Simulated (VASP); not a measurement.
# CaO (Fm-3m) in VASP: single point with r2SCAN+rVV10

Aim: the single point of CaO with r2SCAN+rVV10.

Everything below comes from runs of VASP 6.6.1. Logs are shortened: lines on timing, memory, paths and dates and some standing lists are left out, and cuts for length are marked.

### 1 The cell of the first run

The structure is cubic, space group Fm-3m (No. 225). The conventional cell has a = 4.780 Å, b = 4.780 Å, c = 4.780 Å, α = 90.00°, β = 90.00°, γ = 90.00°. Within 3.2 Å of Ca (site symmetry m-3m) lie 6 O at 2.39 Å. Within 3.2 Å of O (site symmetry m-3m) lie 6 Ca at 2.39 Å.

### 2 Single point, r2SCAN+rVV10

The input, POSCAR:

```
CaO
1.0
    0.0000000000      2.3900331287      2.3900331287
    2.3900331287      0.0000000000      2.3900331287
    2.3900331287      2.3900331287      0.0000000000
Ca O
1 1
Direct
    0.0000000000      0.0000000000      0.0000000000
    0.5000000000      0.5000000000      0.5000000000
```

The input, INCAR.step1:

```
PREC = Accurate ; ENCUT = 520
ISMEAR = -1 ; SIGMA = 0.03
LREAL = False ; LASPH = True
NELM = 100 ; NBANDS = 15
GGA = PE ; ALGO = Normal
EDIFF = 1E-4 ; LWAVE = True
LCHARG = False
```

The input, INCAR.step2:

```
PREC = Accurate ; ENCUT = 520
EDIFF = 1E-7 ; ISMEAR = -1
SIGMA = 0.03 ; LREAL = False
LASPH = True ; NELM = 100
ALGO = Normal ; ISIF = 2
LWAVE = False ; LCHARG = True
METAGGA = R2SCAN ; LMIXTAU = True
LUSE_VDW = True ; IVDW_NL = 2
BPARAM = 11.95 ; CPARAM = 0.0093
LELF = True ; LVHAR = True
NBANDS = 15 ; ISTART = 1
```

The input, KPOINTS:

```
regular mesh
0
Gamma
  10 10 10
```

Potentials or basis: VASP PAW PBE potentials, release 64 (Ca_sv, O).

Launch:

```
cat potpaw_PBE.64/Ca_sv/POTCAR potpaw_PBE.64/O/POTCAR > POTCAR
cp INCAR.step1 INCAR
mpirun -np 1 vasp_std > vasp.out
cp INCAR.step2 INCAR
mpirun -np 1 vasp_std > vasp.out
```

OUTCAR:

```text
PREC = Accurate
   ENCUT = 520
   EDIFF = 1E-7
   ISMEAR = -1
   LREAL = False
   LASPH = True
   NELM = 100
   ISIF = 2
   METAGGA = R2SCAN
   IVDW_NL = 2
   BPARAM = 11.95
   ISTART = 1

 ion  position               nearest neighbor table
   1  0.000  0.000  0.000-   2 2.39   2 2.39   2 2.39   2 2.39   2 2.39   2 2.39
   2  0.500  0.500  0.500-   1 2.39   1 2.39   1 2.39   1 2.39   1 2.39   1 2.39

  LATTYP: Found a face centered cubic cell.
 ALAT       =     4.7800662574

  Lattice vectors:

 A1 = (   0.0000000000,   2.3900331287,   2.3900331287)
 A2 = (   2.3900331287,   0.0000000000,   2.3900331287)
 A3 = (   2.3900331287,   2.3900331287,   0.0000000000)

Analysis of symmetry for initial positions (statically):
=====================================================================
 Subroutine PRICEL returns:
 Original cell was already a primitive cell.

 Routine SETGRP: Setting up the symmetry group for a
 face centered cubic supercell.

 Subroutine GETGRP returns: Found 48 space group operations
 (whereof 48 operations were pure point group operations)
 out of a pool of 48 trial point group operations.

The static configuration has the point symmetry O_h .

Analysis of symmetry for dynamics (positions and initial velocities):
=====================================================================
 Subroutine PRICEL returns:
 Original cell was already a primitive cell.

 Routine SETGRP: Setting up the symmetry group for a
 face centered cubic supercell.

 Subroutine GETGRP returns: Found 48 space group operations
 (whereof 48 operations were pure point group operations)
 out of a pool of 48 trial point group operations.

The dynamic configuration has the point symmetry O_h .

 Subroutine INISYM returns: Found 48 space group operations
 (whereof 48 operations are pure point group operations),
 and found     1 'primitive' translations

----------------------------------------------------------------------------------------

                                     Primitive cell

  volume of cell :      27.3050

  direct lattice vectors                    reciprocal lattice vectors
     0.000000000  2.390033129  2.390033129    -0.209202121  0.209202121  0.209202121
     2.390033129  0.000000000  2.390033129     0.209202121 -0.209202121  0.209202121
     2.390033129  2.390033129  0.000000000     0.209202121  0.209202121 -0.209202121

  length of vectors
     3.380017265  3.380017265  3.380017265     0.362348703  0.362348703  0.362348703

  position of ions in fractional coordinates (direct lattice)
[... 85 lines left out ...]
   ISIF   =      2    stress and relaxation
   ISYM   =      2    0-nonsym 1-usesym 2-fastsym
   POTIM  = 0.5000    time-step for ionic-motion
   TEBEG  =    0.0;   TEEND  =   0.0 temperature during run
   PSTRESS=    0.0 pullay stress
   NELECT =      16.0000    total number of electrons
   NUPDOWN=      -1.0000    fix difference up-down
   EMIN   =  10.00;   EMAX   =-10.00  energy-range for DOS
   EFERMI =   0.00;   METHOD = LEGACY
   ISMEAR =    -1;   SIGMA  =   0.03  broadening in eV -4-tet -1-fermi 0-gaus
   EFERMI_NEDOS =   21; number of points for ismear=-14 and -15
   IALGO  =     38    algorithm
   IMIX   =      4    mixing-type and parameters
     AMIX     =   0.40;   BMIX     =  1.00
     AMIX_MAG =   1.60;   BMIX_MAG =  1.00
  volume/ion in A,a.u.               =      13.65        92.13
  Fermi-wavevector in a.u.,A,eV,Ry     =   1.369938  2.588807 25.534463  1.876730
  Thomas-Fermi vector in A             =   2.495769
   LORBIT       =      0    0 simple, 1 ext, 2 COOP (PROOUT), +10 PAW based schemes
   METAGGA = R2SCAN    functional components
   LHFCALC =     F    Hartree Fock is set to
   AEXX    =    0.0000 exact exchange contribution
   IVDW_NL    =     2    kernel type
   BPARAM     =11.9500
   IVDW    =     0    specifies the selected vdW correction
   LEPSILON=     F    determine dielectric tensor
   LRPA    =     F    only Hartree local field effects (RPA)
 non-spin polarized calculation
  energy-cutoff  :      520.00
  volume of cell :       27.30
 maximum number of plane-waves:       754
 NGX is ok and might be reduce to    28
   NGX = 13   NGY = 13   NGZ = 13

 number of electron      15.9999997 magnetization

 Free energy of the ion-electron system (eV)
  ---------------------------------------------------
  ext. energy  EPLUGINS =         0.00000000
  ---------------------------------------------------
  free energy    TOTEN  =       -19.03382132 eV

  energy without entropy =      -19.03382132  energy(sigma->0) =      -19.03382132

 E-fermi :   2.6833     XC(G=0): -11.2169

 val. band max:        2.0891483686   @ k =   0.0000   0.0000   0.0000
 cond. band min:       6.2385760687   @ k =   0.5000   0.5000   0.0000
 fundamental gap:      4.1494277001
 Fermi energy:         2.6833068541

 k-point     1 :       0.0000    0.0000    0.0000
  band No.  band energies     occupation
      1     -36.8574      2.00000
      2     -16.7396      2.00000
      3     -16.7396      2.00000
      4     -16.7396      2.00000
      5     -14.4167      2.00000
      6       2.0891      2.00000
      7       2.0891      2.00000
      8       2.0891      2.00000
      9       7.5930      0.00000
     10       8.9767      0.00000
     11       8.9767      0.00000
     12       8.9767      0.00000
     13      10.6212      0.00000
     14      10.6212      0.00000
[... 401 lines left out ...]
      2     -17.4738      2.00000
      3     -16.9513      2.00000
      4     -16.9215      2.00000
      5     -13.8371      2.00000
      6       0.4019      2.00000
      7       1.5364      2.00000
      8       1.6341      2.00000
      9       6.9374      0.00000
     10      10.5771      0.00000
     11      11.7112      0.00000
     12      11.7693      0.00000
     13      11.9129      0.00000
     14      13.8717      0.00000
     15      18.9566      0.00000

 [... further k-points ...]
[... 5 lines left out ...]
  --------------------------------------------------------------------------------------
  -------------------------------------------------------------------------------------
  Total        0.1939194      0.1939194      0.1939194     -0.0000000      0.0000000      0.0000000
  in kB       11.3786347     11.3786347     11.3786347     -0.0000000      0.0000000      0.0000000
  external PRESSURE =      11.3786347 kB  Pullay stress =       0.0000000 kB

 VOLUME and BASIS-vectors are now :
 -----------------------------------------------------------------------------
  energy-cutoff  :      520.00
  volume of cell :       27.30
      direct lattice vectors                 reciprocal lattice vectors
     0.000000000  2.390033129  2.390033129    -0.209202121  0.209202121  0.209202121
     2.390033129  0.000000000  2.390033129     0.209202121 -0.209202121  0.209202121
     2.390033129  2.390033129  0.000000000     0.209202121  0.209202121 -0.209202121

 POSITION                                       TOTAL-FORCE (eV/Angst)
 -----------------------------------------------------------------------------------
      0.00000      0.00000      0.00000        -0.000000      0.000000      0.000000
      2.39003      2.39003      2.39003         0.000000     -0.000000     -0.000000
 -----------------------------------------------------------------------------------
    total drift:                                0.000000      0.000000      0.000000

  FREE ENERGIE OF THE ION-ELECTRON SYSTEM (eV)
  ---------------------------------------------------
  free  energy   TOTEN  =       -19.0338213200 eV

  energy  without entropy=      -19.0338213200  energy(sigma->0) =      -19.03382132
```

OSZICAR.step1:

```text
N       E                     dE             d eps       ncg     rms          rms(c)
DAV:   1     0.123534158564E+03    0.12353E+03   -0.84715E+03  1410   0.111E+03
DAV:   2    -0.932423154885E+01   -0.13286E+03   -0.12457E+03  1733   0.289E+02
DAV:   3    -0.143659871903E+02   -0.50418E+01   -0.50142E+01  1698   0.586E+01
DAV:   4    -0.145041103603E+02   -0.13812E+00   -0.13805E+00  1976   0.884E+00
DAV:   5    -0.145056516655E+02   -0.15413E-02   -0.15412E-02  1685   0.857E-01    0.857E+00
DAV:   6    -0.128647435495E+02    0.16409E+01   -0.50317E+00  1600   0.221E+01    0.354E+00
DAV:   7    -0.127950089144E+02    0.69735E-01   -0.40100E-01  1620   0.659E+00    0.179E+00
DAV:   8    -0.127925520099E+02    0.24569E-02   -0.74866E-02  1823   0.295E+00    0.425E-01
DAV:   9    -0.127909536093E+02    0.15984E-02   -0.46844E-03  1452   0.580E-01    0.108E-01
DAV:  10    -0.127915962009E+02   -0.64259E-03   -0.71059E-04  1697   0.243E-01    0.407E-02
DAV:  11    -0.127915716067E+02    0.24594E-04   -0.43675E-05  1223   0.839E-02
   1 F= -.12791572E+02 E0= -.12791572E+02  d E =-.217689E-11
```

Wall time 3.6 min (1 thread of Intel Xeon 8259CL, shared host); peak memory 0.27 GiB.

What came out:

```
Free energy            : -19.0338 eV
Pressure               : 1.1 GPa
Band gap on the k mesh : 4.15 eV (least direct gap 4.52 eV)
```

Caveat: the PAW data sets were made with another functional, which shifts forces and pressure a little. A k mesh can miss the band edges.
